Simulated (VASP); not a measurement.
# Al (Fd-3m) in VASP: a series of runs, part 2 of 2

VASP 6.6.1. Earlier steps stand in the parts before.

### 4 Single point, revPBE (volume scaled by 0.96)

INCAR reads:

```
SYSTEM = Al
PREC = Accurate
ENCUT = 520
EDIFF = 1E-6
ISMEAR = -1
SIGMA = 0.1
LREAL = .FALSE.
LASPH = .TRUE.
NELM = 80
ALGO = Normal
ISIF = 2
LWAVE = .FALSE.
LCHARG = .FALSE.
GGA = RE
NBANDS = 10
```

KPOINTS reads:

```
Automatic mesh
0
G
  10 10 10
  0 0 0
```

POSCAR reads:

```
Al
1.0
    0.0000000000      3.0014071536      3.0014071536
    3.0014071536      0.0000000000      3.0014071536
    3.0014071536      3.0014071536      0.0000000000
Al
2
Direct
    0.1250000000      0.1250000000      0.1250000000
    0.8750000000      0.8750000000      0.8750000000
```

Potentials or basis: VASP PAW PBE potentials, release 64 (Al).

Command:

```bash
> cat potpaw_PBE.64/Al/POTCAR > POTCAR
> mpirun -np 1 vasp_std > vasp.out
```

OUTCAR:

```text
SYSTEM = Al
   PREC = Accurate
   ENCUT = 520
   EDIFF = 1E-6
   ISMEAR = -1
   LREAL = .FALSE.
   LASPH = .TRUE.
   NELM = 80
   ISIF = 2
   GGA = RE

 ion  position               nearest neighbor table
   1  0.125  0.125  0.125-   2 2.60   2 2.60   2 2.60   2 2.60
   2  0.875  0.875  0.875-   1 2.60   1 2.60   1 2.60   1 2.60

  LATTYP: Found a face centered cubic cell.
 ALAT       =     6.0028143072

  Lattice vectors:

 A1 = (   0.0000000000,   3.0014071536,   3.0014071536)
[... 490 lines left out ...]
      5       5.4791      0.00000
      6       6.3843      0.00000
      7      10.7819      0.00000
      8      10.8376      0.00000
      9      13.2710      0.00000
     10      14.4158      0.00000

 [... further k-points ...]
[... 5 lines left out ...]
  --------------------------------------------------------------------------------------
  -------------------------------------------------------------------------------------
  Total        0.5150620      0.5150620      0.5150620      0.0000000     -0.0000000      0.0000000
  in kB       15.2603803     15.2603803     15.2603803      0.0000000     -0.0000000      0.0000000
  external PRESSURE =      15.2603803 kB  Pullay stress =       0.0000000 kB

 VOLUME and BASIS-vectors are now :
 -----------------------------------------------------------------------------
  energy-cutoff  :      520.00
  volume of cell :       54.08
      direct lattice vectors                 reciprocal lattice vectors
     0.000000000  3.001407154  3.001407154    -0.166588528  0.166588528  0.166588528
     3.001407154  0.000000000  3.001407154     0.166588528 -0.166588528  0.166588528
     3.001407154  3.001407154  0.000000000     0.166588528  0.166588528 -0.166588528

 POSITION                                       TOTAL-FORCE (eV/Angst)
 -----------------------------------------------------------------------------------
      0.75035      0.75035      0.75035         0.000000     -0.000000      0.000000
      5.25246      5.25246      5.25246        -0.000000      0.000000     -0.000000
 -----------------------------------------------------------------------------------
    total drift:                                0.000000      0.000000     -0.000000

  FREE ENERGIE OF THE ION-ELECTRON SYSTEM (eV)
  ---------------------------------------------------
  free  energy   TOTEN  =        -5.6583331812 eV

  energy  without entropy=       -5.6100928260  energy(sigma->0) =       -5.63421300
```

OSZICAR:

```text
N       E                     dE             d eps       ncg     rms          rms(c)
DAV:   1     0.489549503500E+00    0.48955E+00   -0.20304E+03   940   0.444E+02
DAV:   2    -0.549935767698E+01   -0.59889E+01   -0.58300E+01  1278   0.449E+01
DAV:   3    -0.563823246900E+01   -0.13887E+00   -0.13818E+00  1204   0.611E+00
DAV:   4    -0.563981555213E+01   -0.15831E-02   -0.15829E-02  1158   0.700E-01
DAV:   5    -0.563984865168E+01   -0.33100E-04   -0.33100E-04  1146   0.986E-02    0.212E+00
DAV:   6    -0.565132772964E+01   -0.11479E-01   -0.22490E-03  1104   0.281E-01    0.132E+00
DAV:   7    -0.565817125474E+01   -0.68435E-02   -0.63456E-03  1008   0.486E-01    0.134E-01
DAV:   8    -0.565829724400E+01   -0.12599E-03   -0.20684E-04  1048   0.693E-02    0.394E-02
DAV:   9    -0.565833225057E+01   -0.35007E-04   -0.57999E-05  1060   0.399E-02    0.887E-03
DAV:  10    -0.565833318118E+01   -0.93061E-06   -0.11470E-06  1080   0.693E-03
   1 F= -.56583332E+01 E0= -.56342130E+01  d E =-.482404E-01
```

stdout:

```text
POSCAR found type information on POSCAR Al
 POSCAR found :  1 types and       2 ions
 scaLAPACK will be used
 -----------------------------------------------------------------------------
|                                                                             |
|                                                                             |
|     You enforced a specific xc type in the INCAR file but a different       |
|     I HOPE YOU KNOW WHAT YOU ARE DOING!                                     |
|                                                                             |
 -----------------------------------------------------------------------------

 LDA part: xc-table for (Slater+PW92), standard interpolation
 POSCAR, INCAR and KPOINTS ok, starting setup
 FFT: planning ... GRIDC
 FFT: planning ... GRID_SOFT
 FFT: planning ... GRID
 WAVECAR not read
 entering main loop
```

Run time: 19 s. Hardware: 1 thread of Intel Xeon 8259CL, shared host; peak memory 0.17 GiB.

Results:

```yaml
Free_energy: -5.6583 eV
Pressure: 1.5 GPa
Band_gap_on_the_k_mesh: zero (band 3 reaches 5.12 eV, above the bottom of band 4 at 1.64 eV)
```

Levels at points of the mesh, in eV from the Fermi level:
```
           k point  band 1  band 2  band 3  band 4  band 5  band 6  band 7
(0.00, 0.00, 0.00)   -7.93    2.14    2.14    2.14    3.99    3.99    3.99
(0.50, 0.00, 0.00)   -5.87   -3.89    1.10    1.10    3.35    4.40    4.40
(0.50, 0.50, 0.00)   -4.37   -4.37   -0.41   -0.41    2.12    2.12   10.76
```

Caveat: the cell differs from its parent crystal (volume scaled by 0.96); the PAW data sets were made with another functional, which shifts forces and pressure a little.

### 5 Single point, revPBE

This run uses another cell than the first one, of 28.16 Å³/atom, 1.136 times its volume.

INCAR reads:

```
ALGO = Normal
EDIFF = 1E-6
ENCUT = 520
GGA = RE
ISIF = 2
ISMEAR = -1
LASPH = True
LCHARG = True
LELF = True
LREAL = False
LVHAR = True
LWAVE = False
NBANDS = 10
NELM = 60
PREC = Accurate
SIGMA = 0.1
```

KPOINTS reads:

```
k-points
0
Gamma
  10 10 10
```

POSCAR reads:

```
Al
1.0
    0.0000000000      3.0425274299      3.0425274299
    3.0425274299      0.0000000000      3.0425274299
    3.0425274299      3.0425274299      0.0000000000
Al
2
Direct
    0.1250000000      0.1250000000      0.1250000000
    0.8750000000      0.8750000000      0.8750000000
```

Command:

```bash
> cat potpaw_PBE.64/Al/POTCAR > POTCAR
> mpirun -np 1 vasp_std > vasp.out
```

Wall time 19 s (1 thread of Intel Xeon 8259CL, shared host); peak memory 0.17 GiB.

Results (log left out):

```yaml
Free_energy: -5.6683 eV
Pressure: -0.1 GPa
Band_gap_on_the_k_mesh: zero (band 3 reaches 4.78 eV, above the bottom of band 4 at 1.45 eV)
```

Levels at points of the mesh, in eV from the Fermi level:
```tsv
k point	band 1	band 2	band 3	band 4	band 5	band 6	band 7	band 8
(0.00, 0.00, 0.00)	-7.76	2.06	2.06	2.06	3.91	3.91	3.91	5.08
(0.50, 0.00, 0.00)	-5.79	-3.79	1.06	1.06	3.17	4.36	4.36	7.53
(0.50, 0.50, 0.00)	-4.32	-4.32	-0.39	-0.39	2.13	2.13	10.41	10.41
```

Caveat: the PAW data sets were made with another functional, which shifts forces and pressure a little.

### 6 Single point, revPBE (volume scaled by 1.04)

INCAR reads:

```
ALGO = Normal ; EDIFF = 1E-6
ENCUT = 520 ; GGA = RE
ISIF = 2 ; ISMEAR = -1
LASPH = True ; LCHARG = False
LREAL = False ; LWAVE = False
NBANDS = 10 ; NELM = 60
PREC = Accurate ; SIGMA = 0.1
```

KPOINTS is that of step 5.

POSCAR reads:

```
Al
1.0
    0.0000000000      3.0825652770      3.0825652770
    3.0825652770      0.0000000000      3.0825652770
    3.0825652770      3.0825652770      0.0000000000
Al
2
Direct
    0.1250000000      0.1250000000      0.1250000000
    0.8750000000      0.8750000000      0.8750000000
```

Potentials or basis: VASP PAW PBE potentials, release 64 (Al).

Command:

```bash
> cat potpaw_PBE.64/Al/POTCAR > POTCAR
> mpirun -np 1 vasp_std > vasp.out
```

OUTCAR:

```text
EDIFF = 1E-6
   ENCUT = 520
   GGA = RE
   ISIF = 2
   ISMEAR = -1
   LASPH = True
   LREAL = False
   NELM = 60
   PREC = Accurate

 ion  position               nearest neighbor table
   1  0.125  0.125  0.125-   2 2.67   2 2.67   2 2.67   2 2.67
   2  0.875  0.875  0.875-   1 2.67   1 2.67   1 2.67   1 2.67

  LATTYP: Found a face centered cubic cell.
 ALAT       =     6.1651305540

  Lattice vectors:

 A1 = (   0.0000000000,   3.0825652770,   3.0825652770)
 A2 = (   3.0825652770,   0.0000000000,   3.0825652770)
 A3 = (   3.0825652770,   3.0825652770,   0.0000000000)

Analysis of symmetry for initial positions (statically):
=====================================================================
 Subroutine PRICEL returns:
 Original cell was already a primitive cell.

 Routine SETGRP: Setting up the symmetry group for a
 face centered cubic supercell.

 Subroutine GETGRP returns: Found 48 space group operations
 (whereof 12 operations were pure point group operations)
 out of a pool of 48 trial point group operations.

The static configuration has the point symmetry D_3d.
[... 163 lines left out ...]

 val. band max:        2.4780274470   @ k =   0.2000   0.1000   0.0000
 cond. band min:       2.5936963433   @ k =  -0.3000   0.3000   0.1000
 fundamental gap:      0.1156688962
 Fermi energy:         2.4857380178

 k-point     1 :       0.0000    0.0000    0.0000
  band No.  band energies     occupation
      1      -5.1186      2.00000
      2       4.4766      0.00000
      3       4.4766      0.00000
      4       4.4766      0.00000
      5       6.3183      0.00000
      6       6.3183      0.00000
      7       6.3183      0.00000
      8       7.1659      0.00000
      9      10.0870      0.00000
     10      10.1928      0.00000
[... 287 lines left out ...]
 k-point    24 :       0.4000    0.3000    0.0000
  band No.  band energies     occupation
      1      -3.3846      2.00000
      2       0.1413      2.00000
      3       2.0700      1.96917
      4       2.4499      1.17741
      5       4.9445      0.00000
      6       5.8401      0.00000
      7       9.8988      0.00000
      8       9.9353      0.00000
      9      12.4239      0.00000
     10      13.0326      0.00000

 [... further k-points ...]
[... 5 lines left out ...]
  --------------------------------------------------------------------------------------
  -------------------------------------------------------------------------------------
  Total       -0.4862893     -0.4862893     -0.4862893      0.0000000     -0.0000000      0.0000000
  in kB      -13.2995971    -13.2995971    -13.2995971      0.0000000     -0.0000000      0.0000000
  external PRESSURE =     -13.2995971 kB  Pullay stress =       0.0000000 kB

 VOLUME and BASIS-vectors are now :
 -----------------------------------------------------------------------------
  energy-cutoff  :      520.00
  volume of cell :       58.58
      direct lattice vectors                 reciprocal lattice vectors
     0.000000000  3.082565277  3.082565277    -0.162202567  0.162202567  0.162202567
     3.082565277  0.000000000  3.082565277     0.162202567 -0.162202567  0.162202567
     3.082565277  3.082565277  0.000000000     0.162202567  0.162202567 -0.162202567

 POSITION                                       TOTAL-FORCE (eV/Angst)
 -----------------------------------------------------------------------------------
      0.77064      0.77064      0.77064         0.000000     -0.000000      0.000000
      5.39449      5.39449      5.39449        -0.000000      0.000000     -0.000000
 -----------------------------------------------------------------------------------
    total drift:                                0.000000      0.000000     -0.000000

  FREE ENERGIE OF THE ION-ELECTRON SYSTEM (eV)
  ---------------------------------------------------
  free  energy   TOTEN  =        -5.6583627622 eV

  energy  without entropy=       -5.6055575506  energy(sigma->0) =       -5.63196016
```

It took 18 s on 1 thread of Intel Xeon 8259CL, shared host; peak memory 0.17 GiB.

What came out:

```yaml
Free_energy: -5.6584 eV
Pressure: -1.3 GPa
Band_gap_on_the_k_mesh: zero (band 3 reaches 4.48 eV, above the bottom of band 4 at 1.28 eV)
```

Caveat: the cell differs from its parent crystal (volume scaled by 1.04); the PAW data sets were made with another functional, which shifts forces and pressure a little.

### 7 The runs side by side

```tsv
cell	gap on the mesh (eV)	pressure (GPa)
a = 4.123 Å, angles 60.0°, 2 atoms	none	5.9
a = 4.185 Å, angles 60.0°, 2 atoms	none	3.5
a = 4.245 Å, angles 60.0°, 2 atoms	none	1.5
a = 4.303 Å, angles 60.0°, 2 atoms	none	-0.1
a = 4.359 Å, angles 60.0°, 2 atoms	none	-1.3
```

Alike in all rows: task single point; level revPBE; potentials or basis VASP PAW PBE potentials, release 64 (Al); no spin polarisation; k mesh 10 × 10 × 10; cutoff (eV) 520; smearing fermi-dirac 0.1 eV.

Caveats: the PAW data sets were made with another functional, which shifts forces and pressure a little.

Total energies depend on the potentials used, so only differences within one code and one set of settings carry meaning.
